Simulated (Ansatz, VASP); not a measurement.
## Ag: VASP beside Ansatz

Contents of INCAR:

```
PREC = Accurate
ENCUT = 520
EDIFF = 1E-7
ISMEAR = 0
SIGMA = 0.15
LREAL = False
LASPH = True
NELM = 100
ALGO = Fast
ISIF = 2
LWAVE = False
LCHARG = False
GGA = PS
NBANDS = 12
```

File KPOINTS:

```
regular mesh
0
Gamma
  20 20 20
```

File POSCAR:

```
Ag
1.0
    0.0000000000      2.0431000000      2.1248240000
    2.0431000000      0.0000000000      2.1248240000
    2.0431000000      2.0431000000      0.0000000000
Ag
1
Direct
    0.0000000000      0.0000000000      0.0000000000
```

Input for Ansatz:

```yaml
crystal:
  lattice:
    - [0.0, 2.0431, 2.124824]
    - [2.0431, 0.0, 2.124824]
    - [2.0431, 2.0431, 0.0]
  atoms:
    - { symbol: Ag, position: [0.0, 0.0, 0.0] }
basis:
  ecutwfc: 420
kpoints:
  mp_grid: { grid: [20, 20, 20] }
hamiltonian:
  xc: pbesol
scf:
  occupations: { method: gaussian, width: 0.15 }
output:
  forces: true
  stress: true
  eigenvalues: true
```

Change from the starting cell: strain +0.000 along x and y, +0.040 along z, atoms carried along.

Alike in both runs: task single point; functional PBEsol; k mesh 20 × 20 × 20; occupations gaussian, width 0.15 eV; no spin polarisation.

|  | VASP | Ansatz |
| --- | --- | --- |
| version | VASP 6.6.1 | Ansatz 0.2.0 |
| potentials or method | VASP PAW PBE potentials, release 64 (Ag), cutoff 520 eV | scalar-relativistic, plane waves, PAW |
| valence electrons in the cell | 11 | 19 |

Ansatz gave:

| Item | Value |
| --- | --- |
| gap on the k mesh at the Fermi level (eV) | none |
| pressure (GPa) | -6.2 |
| traceless stress, the component that is largest in VASP (GPa) | -1.03 |

What did VASP give for the same quantities?

gap on the k mesh at the Fermi level (eV): none; pressure (GPa): -6.3; traceless stress, the component that is largest in VASP (GPa): -1.02.

VASP's potentials were made for PBE, not for PBEsol. A gap of «none» marks a metal or a gap that the smearing closes. VASP's potentials hold 11 valence electrons a cell and Ansatz's 19, so a difference there can come from the potentials and not from the codes.
